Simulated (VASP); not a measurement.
Wanted: the native input for a VASP 6.6.1 run.

```
Task                   : single point
Functional             : PBE
Potentials or basis    : VASP PAW PBE potentials, release 64 (Cd, Br)
Cutoff                 : 520 eV
k mesh                 : 8 × 8 × 8
Occupations            : gaussian, width 0.1 eV
Spin                   : no spin polarisation
Dipole correction      : no
Further INCAR settings : ALGO = Normal; EDIFF = 1e-07; NBANDS = 36
```

The structure of CdBr6 lies in POSCAR:

```
CdBr6
1.0
   -4.0397522612      4.0397522612      4.0397522612
    4.0397522612     -4.0397522612      4.0397522612
    4.0397522612      4.0397522612     -4.0397522612
Cd Br
1 6
Direct
    0.0000000000      0.0000000000      0.0000000000
    0.0000000000      0.3445067569      0.3445067569
    0.0000000000      0.6554932431      0.6554932431
    0.3445067569      0.0000000000      0.3445067569
    0.6554932431      0.0000000000      0.6554932431
    0.3445067569      0.3445067569      0.0000000000
    0.6554932431      0.6554932431      0.0000000000
```

These files were run (other wordings do the same):

INCAR

```
  ALGO = Normal
  EDIFF = 1E-7
  ENCUT = 520
  GGA = PE
  ISIF = 2
  ISMEAR = 0
  LASPH = True
  LCHARG = True
  LELF = True
  LREAL = False
  LVHAR = True
  LWAVE = False
  NBANDS = 36
  NELM = 100
  PREC = Accurate
  SIGMA = 0.1
```

KPOINTS

```
k-points
0
Gamma
  8 8 8
```

Potentials or basis: VASP PAW PBE potentials, release 64 (Cd, Br).

Command:

```sh
$ cat potpaw_PBE.64/Cd/POTCAR potpaw_PBE.64/Br/POTCAR > POTCAR
$ mpirun -np 1 vasp_std > vasp.out
```

It gave:

- Pressure: 0.0 GPa
- Largest force: 0.018 eV/Å
- Band gap on the k mesh: zero (band 27 reaches -1.20 eV, above the bottom of band 28 at -1.31 eV)

Wall time 7.6 min on 1 thread of Intel Xeon 6975P-C, on a shared host, peak memory 0.54 GiB.
